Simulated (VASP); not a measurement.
# Zr8S15 (a cell with a defect) in VASP: single point with PBEsol

Aim: the single point of Zr8S15 (a cell with a defect) with PBEsol.

Program: VASP 6.6.1. These are calculated values, not measurements. Logs are shortened: lines on timing, memory, paths and dates and some standing lists are left out, and cuts for length are marked.

**1. The cell of the first run**

The cell holds a defect, 23 atoms: a = 7.187 Å, b = 7.187 Å, c = 11.582 Å, α = 90.00°, β = 90.00°, γ = 120.00°.

**2. Single point, PBEsol**

File INCAR:

```
SYSTEM = Zr8S15
  PREC = Accurate
  ENCUT = 400
  EDIFF = 1E-6
  ISMEAR = -1
  SIGMA = 0.05
  LREAL = .False.
  LASPH = .True.
  NELM = 120
  ALGO = Normal
  ISIF = 2
  LWAVE = .False.
  LCHARG = .False.
  GGA = PS
  NBANDS = 110
  GGA_COMPAT = .False.
```

File KPOINTS:

```
Automatic mesh
0
Gamma
  2 2 2
  0 0 0
```

File POSCAR:

```
Zr8S15
1.0
    7.1865319500      0.0000000000      0.0000000000
   -3.5932659700      6.2237192300      0.0000000000
    0.0000000000      0.0000000000     11.5816051600
Zr S
8 15
Direct
    0.0043222655      0.0142864735     -0.0152540168
    0.0117191236      0.0124735704      0.4959910065
    0.0045202660      0.4784243778     -0.0158837223
    0.0113584962      0.5134927978      0.4953273679
    0.5394742734      0.0146780400      0.0605733826
    0.5121303938      0.0129816267      0.4986168083
    0.5083400523      0.4985726196      0.0178709252
    0.5117928116      0.5129011901      0.4912277635
    0.1557791306      0.3232782402      0.1345613996
    0.3434739393      0.1749020095      0.3683627564
    0.1793452535      0.3473799058      0.6156479090
    0.2309911647      0.3564034491      0.8650365698
    0.1542240822      0.8213119537      0.0982185098
    0.3437971933      0.6827942976      0.3677982405
    0.1752866801      0.8444847535      0.6253077963
    0.7048913313      0.3669188657      0.1432628705
    0.8413270298      0.1771540391      0.3710080719
    0.6765109034      0.3491233971      0.6219706077
    0.7335605402      0.1114438127      0.8832192825
    0.7037572887      0.8276713344      0.1434110365
    0.8472639004      0.6808989679      0.3671136204
    0.6762044245      0.8411536264      0.6222526930
    0.8169900281      0.6530095349      0.8757510604
```

Potentials or basis: VASP PAW PBE potentials, release 64 (Zr_sv, S).

Launch:

```sh
$ cat potpaw_PBE.64/Zr_sv/POTCAR potpaw_PBE.64/S/POTCAR > POTCAR
$ mpirun -np 1 vasp_std > vasp.out
```

OUTCAR:

```text
SYSTEM = Zr8S15
   PREC = Accurate
   ENCUT = 400
   EDIFF = 1E-6
   ISMEAR = -1
   LREAL = .False.
   LASPH = .True.
   NELM = 120
   ISIF = 2
   GGA = PS

 ion  position               nearest neighbor table
   1  0.004  0.014  0.985-  13 2.51  12 2.57  23 2.58   9 2.59  20 2.64  19 2.65   3 3.33   5 3.46
                             7 3.57   7 3.66   3 3.85
   2  0.012  0.012  0.496-  11 2.50  17 2.54  10 2.54  21 2.55  22 2.55  15 2.55   4 3.58   8 3.59
                             6 3.59   6 3.59   8 3.60   4 3.60
   3  0.005  0.478  0.984-  13 2.51  23 2.58   9 2.58  12 2.60  16 2.64  19 2.64   1 3.33   5 3.45
                             7 3.57   7 3.66   1 3.85
   4  0.011  0.513  0.495-  11 2.50  17 2.54  21 2.54  14 2.54  18 2.55  15 2.55   2 3.58   8 3.59
                             6 3.59   6 3.59   8 3.60   2 3.60
   5  0.539  0.015  0.061-  19 2.38  20 2.39  16 2.39  13 2.44   3 3.45   1 3.46   7 3.63   7 3.64

   6  0.512  0.013  0.499-  17 2.53  18 2.53  22 2.53  10 2.55  14 2.55  15 2.56   2 3.59   4 3.59
                             8 3.59   4 3.59   2 3.59   8 3.59
   7  0.508  0.499  0.018-  12 2.47  16 2.52  20 2.52  23 2.53   9 2.58   3 3.57   1 3.57   5 3.63
                             5 3.64   1 3.66   3 3.66
   8  0.512  0.513  0.491-  11 2.52  21 2.53  10 2.54  14 2.54  18 2.54  22 2.54   4 3.59   2 3.59
                             6 3.59   6 3.59   2 3.60   4 3.60
   9  0.156  0.323  0.135-   7 2.58   3 2.58   1 2.59
  10  0.343  0.175  0.368-   2 2.54   8 2.54   6 2.55
  11  0.179  0.347  0.616-   2 2.50   4 2.50   8 2.52
  12  0.231  0.356  0.865-   7 2.47   1 2.57   3 2.60
  13  0.154  0.821  0.098-   5 2.44   1 2.51   3 2.51
  14  0.344  0.683  0.368-   4 2.54   8 2.54   6 2.55
  15  0.175  0.844  0.625-   2 2.55   4 2.55   6 2.56
  16  0.705  0.367  0.143-   5 2.39   7 2.52   3 2.64
  17  0.841  0.177  0.371-   6 2.53   2 2.54   4 2.54
  18  0.677  0.349  0.622-   6 2.53   8 2.54   4 2.55
  19  0.734  0.111  0.883-   5 2.38   3 2.64   1 2.65
  20  0.704  0.828  0.143-   5 2.39   7 2.52   1 2.64
  21  0.847  0.681  0.367-   8 2.53   4 2.54   2 2.55
  22  0.676  0.841  0.622-   6 2.53   8 2.54   2 2.55
  23  0.817  0.653  0.876-   7 2.53   1 2.58   3 2.58

  LATTYP: Found a hexagonal cell.
 ALAT       =     7.1865319500
 C/A-ratio  =     1.6115708162

  Lattice vectors:

 A1 = (   7.1865319500,   0.0000000000,   0.0000000000)
 A2 = (  -3.5932659700,   6.2237192300,   0.0000000000)
 A3 = (   0.0000000000,   0.0000000000,  11.5816051600)

Analysis of symmetry for initial positions (statically):
=====================================================================
 Subroutine PRICEL returns:
 Original cell was already a primitive cell.

 Routine SETGRP: Setting up the symmetry group for a
 hexagonal supercell.

 Subroutine GETGRP returns: Found  1 space group operations
 (whereof  1 operations were pure point group operations)
 out of a pool of 24 trial point group operations.

The static configuration has the point symmetry C_1 .

Analysis of symmetry for dynamics (positions and initial velocities):
=====================================================================
 Subroutine PRICEL returns:
 Original cell was already a primitive cell.

 Routine SETGRP: Setting up the symmetry group for a
 hexagonal supercell.

 Subroutine GETGRP returns: Found  1 space group operations
 (whereof  1 operations were pure point group operations)
 out of a pool of 24 trial point group operations.

The dynamic configuration has the point symmetry C_1 .

 Subroutine INISYM returns: Found  1 space group operations
 (whereof  1 operations are pure point group operations),
 and found     1 'primitive' translations

----------------------------------------------------------------------------------------

                                     Primitive cell

  volume of cell :     518.0100

  direct lattice vectors                    reciprocal lattice vectors
     7.186531950  0.000000000  0.000000000     0.139149176  0.080337814  0.000000000
    -3.593265970  6.223719230  0.000000000     0.000000000  0.160675629  0.000000000
     0.000000000  0.000000000 11.581605160     0.000000000  0.000000000  0.086343817

  length of vectors
     7.186531950  7.186531944 11.581605160     0.160675629  0.160675629  0.086343817

  position of ions in fractional coordinates (direct lattice)
     0.004322266  0.014286474  0.984745983
     0.011719124  0.012473570  0.495991006
     0.004520266  0.478424378  0.984116278
     0.011358496  0.513492798  0.495327368
     0.539474273  0.014678040  0.060573383
     0.512130394  0.012981627  0.498616808
[... 15 lines left out ...]
     0.676204424  0.841153626  0.622252693
     0.816990028  0.653009535  0.875751060

  ion indices of the primitive-cell ions
   primitive index   ion index
                 1           1
                 2           2
                 3           3
                 4           4
                 5           5
                 6           6
[... 15 lines left out ...]
                22          22
                23          23

----------------------------------------------------------------------------------------

 KPOINTS: Automatic mesh

Automatic generation of k-mesh.
 Grid dimensions read from file:
 generate k-points for:    2    2    2

 Generating k-lattice:

  Cartesian coordinates                     Fractional coordinates (reciprocal lattice)
     0.069574588  0.040168907  0.000000000     0.500000000  0.000000000  0.000000000
     0.000000000  0.080337814  0.000000000     0.000000000  0.500000000  0.000000000
     0.000000000  0.000000000  0.043171909     0.000000000  0.000000000  0.500000000

  Length of vectors
     0.080337814  0.080337814  0.043171909

  Shift w.r.t. Gamma in fractional coordinates (k-lattice)
     0.000000000  0.000000000  0.000000000

 Subroutine IBZKPT returns following result:
 ===========================================

 Found      8 irreducible k-points:

 Following reciprocal coordinates:
            Coordinates               Weight
  0.000000  0.000000  0.000000      1.000000
  0.500000  0.000000  0.000000      1.000000
  0.000000  0.500000  0.000000      1.000000
  0.500000  0.500000  0.000000      1.000000
  0.000000  0.000000  0.500000      1.000000
  0.500000  0.000000  0.500000      1.000000
  0.000000  0.500000  0.500000      1.000000
  0.500000  0.500000  0.500000      1.000000
   k-points           NKPTS =      8   k-points in BZ     NKDIM =      8   number of bands    NBANDS=    110
   number of dos      NEDOS =    301   number of ions     NIONS =     23
   total plane-waves  NPLWV = 184320
   dimension x,y,z NGX =    48 NGY =   48 NGZ =   80
   dimension x,y,z NGXF=    96 NGYF=   96 NGZF=  160
   ions per type =               8  15
   NGX,Y,Z   is equivalent  to a cutoff of  11.10, 11.10, 11.48 a.u.
   NGXF,Y,Z  is equivalent  to a cutoff of  22.21, 22.21, 22.97 a.u.
 SYSTEM =  Zr8S15
   PREC   = accura    normal or accurate (medium, high low for compatibility)
   ISTART =      0    job   : 0-new  1-cont  2-samecut
   ICHARG =      2    charge: 1-file 2-atom 10-const
   ISPIN  =      1    spin polarized calculation?
   LNONCOLLINEAR =      F non collinear calculations
   LSORBIT =      F    spin-orbit coupling
   LASPH  =      T    aspherical Exc in radial PAW
   ENCUT  =  400.0 eV  29.40 Ry    5.42 a.u.  11.72 11.72 18.89*2*pi/ulx,y,z
   NELM   =    120;   NELMIN=  2; NELMDL= -5     # of ELM steps
   EDIFF  = 0.1E-05   stopping-criterion for ELM
   LREAL  =      F    real-space projection
   EDIFFG = 0.1E-04   stopping-criterion for IOM
   NSW    =      0    number of steps for IOM
   IBRION =     -1    ionic relax: 0-MD 1-quasi-New 2-CG
   NFREE  =      0    steps in history (QN), initial steepest desc. (CG)
   ISIF   =      2    stress and relaxation
   ISYM   =      2    0-nonsym 1-usesym 2-fastsym
   POTIM  = 0.5000    time-step for ionic-motion
   TEBEG  =    0.0;   TEEND  =   0.0 temperature during run
   PSTRESS=    0.0 pullay stress
   NELECT =     186.0000    total number of electrons
   NUPDOWN=      -1.0000    fix difference up-down
   EMIN   =  10.00;   EMAX   =-10.00  energy-range for DOS
   EFERMI =   0.00;   METHOD = LEGACY
   ISMEAR =    -1;   SIGMA  =   0.05  broadening in eV -4-tet -1-fermi 0-gaus
   EFERMI_NEDOS =   21; number of points for ismear=-14 and -15
   IALGO  =     38    algorithm
   IMIX   =      4    mixing-type and parameters
     AMIX     =   0.40;   BMIX     =  1.00
     AMIX_MAG =   1.60;   BMIX_MAG =  1.00
  volume/ion in A,a.u.               =      22.52       151.99
  Fermi-wavevector in a.u.,A,eV,Ry     =   1.163589  2.198865 18.421478  1.353940
  Thomas-Fermi vector in A             =   2.300137
   LORBIT       =      0    0 simple, 1 ext, 2 COOP (PROOUT), +10 PAW based schemes
   GGA     = PS    functional components
   LHFCALC =     F    Hartree Fock is set to
   AEXX    =    0.0000 exact exchange contribution
   IVDW    =     0    specifies the selected vdW correction
   LEPSILON=     F    determine dielectric tensor
   LRPA    =     F    only Hartree local field effects (RPA)
 non-spin polarized calculation
  energy-cutoff  :      400.00
  volume of cell :      518.01
 maximum number of plane-waves:      9464
 NGX is ok and might be reduce to    48
   NGX = 23   NGY = 23   NGZ = 37

 number of electron     186.0000004 magnetization

 Free energy of the ion-electron system (eV)
  ---------------------------------------------------
  ext. energy  EPLUGINS =         0.00000000
  ---------------------------------------------------
  free energy    TOTEN  =      -171.58542583 eV

  energy without entropy =     -171.50432939  energy(sigma->0) =     -171.54487761

 E-fermi :   5.6619     XC(G=0):  -9.7973

 val. band max:        5.6567613692   @ k =   0.5000   0.0000   0.5000
 cond. band min:       5.7509384717   @ k =   0.0000   0.0000   0.5000
 fundamental gap:      0.0941771025
 Fermi energy:         5.6618997724

 k-point     1 :       0.0000    0.0000    0.0000
  band No.  band energies     occupation
      1     -43.9186      2.00000
      2     -43.8921      2.00000
      3     -43.7680      2.00000
      4     -43.7465      2.00000
      5     -43.7389      2.00000
      6     -43.7344      2.00000
[... 97 lines left out ...]
    104       7.2462      0.00000
    105       7.5606      0.00000

 k-point     2 :       0.5000    0.0000    0.0000
  band No.  band energies     occupation
      1     -43.9183      2.00000
      2     -43.8920      2.00000
      3     -43.7602      2.00000
      4     -43.7478      2.00000
      5     -43.7454      2.00000
      6     -43.7345      2.00000
[... 640 lines left out ...]
 k-point     8 :       0.5000    0.5000    0.5000
  band No.  band energies     occupation
      1     -43.9165      2.00000
      2     -43.8940      2.00000
      3     -43.7590      2.00000
      4     -43.7525      2.00000
      5     -43.7400      2.00000
      6     -43.7365      2.00000
[... 97 lines left out ...]
    104       7.4530      0.00000
    105       7.5289      0.00000
 [bands above 105 left out]

------------------------ aborting loop because EDIFF is reached ----------------------------------------

  FORCE on cell =-STRESS in cart. coord.  units (eV):
  Direction    XX          YY          ZZ          XY          YZ          ZX
  --------------------------------------------------------------------------------------
  -------------------------------------------------------------------------------------
  Total        3.8475830      3.7374760      5.8355006      0.0560837      0.0704002      0.8932630
  in kB       11.9003703     11.5598150     18.0488938      0.1734640      0.2177440      2.7628149
  external PRESSURE =      13.8363597 kB  Pullay stress =       0.0000000 kB

 VOLUME and BASIS-vectors are now :
 -----------------------------------------------------------------------------
  energy-cutoff  :      400.00
  volume of cell :      518.01
      direct lattice vectors                 reciprocal lattice vectors
     7.186531950  0.000000000  0.000000000     0.139149176  0.080337814  0.000000000
    -3.593265970  6.223719230  0.000000000     0.000000000  0.160675629  0.000000000
     0.000000000  0.000000000 11.581605160     0.000000000  0.000000000  0.086343817

 POSITION                                       TOTAL-FORCE (eV/Angst)
 -----------------------------------------------------------------------------------
     -0.02027      0.08891     11.40494        -0.002737     -0.019172      0.000342
      0.03940      0.07763      5.74437        -0.016090     -0.024104      0.001602
     -1.68662      2.97758     11.39765        -0.004098      0.009764     -0.006013
     -1.76349      3.19584      5.73669        -0.017174     -0.012082     -0.003332
      3.82421      0.09135      0.70154        -0.008177      0.004148     -0.005465
      3.63380      0.08079      5.77478         0.003120     -0.007186      0.006172
[... 15 lines left out ...]
      1.83708      5.23510      7.20669         0.004771      0.002255      0.018164
      3.52489      4.06415     10.14260         0.006517      0.008229     -0.023288
 -----------------------------------------------------------------------------------
    total drift:                                0.000100     -0.000187     -0.000307

  FREE ENERGIE OF THE ION-ELECTRON SYSTEM (eV)
  ---------------------------------------------------
  free  energy   TOTEN  =      -171.5854258342 eV

  energy  without entropy=     -171.5043293927  energy(sigma->0) =     -171.54487761
```

It took 10 min on 1 thread of Intel Xeon Platinum 8259CL at 2.50GHz (Skylake/Cascade Lake), shared host; peak memory 0.55 GiB.

What came out:

| Property | Result |
| --- | --- |
| Free energy | -171.5854 eV |
| Pressure | 1.4 GPa |
| Largest force | 0.034 eV/Å |
| Band gap on the k mesh | zero (bands 93 and 94 overlap by 0.01 eV) |

Forces on the atoms (eV/Å):
```
Zr  -0.003 -0.019  0.000
Zr  -0.016 -0.024  0.002
Zr  -0.004  0.010 -0.006
Zr  -0.017 -0.012 -0.003
Zr  -0.008  0.004 -0.005
Zr   0.003 -0.007  0.006
Zr  -0.024 -0.013 -0.007
Zr   0.002 -0.002  0.001
S    0.011  0.007  0.002
S    0.004 -0.001 -0.023
S    0.009 -0.002  0.017
S   -0.003  0.033 -0.008
S   -0.007 -0.001  0.020
S    0.001 -0.001 -0.015
S    0.005  0.001  0.018
S    0.011  0.006  0.015
S    0.004  0.005 -0.016
S    0.004  0.001  0.021
S   -0.008 -0.004 -0.016
S    0.017  0.008  0.015
S    0.010  0.001 -0.014
S    0.005  0.002  0.018
S    0.007  0.008 -0.023
```

Stress tensor (GPa, compression positive):
```
1.19 0.02 0.28
0.02 1.16 0.02
0.28 0.02 1.80
```

Caveat: the k points lie up to 0.50 Å⁻¹ apart; the PAW data sets were made with another functional, which shifts forces and pressure a little.

The gap in the log of VASP goes by the Fermi energy; the results here count the filled bands.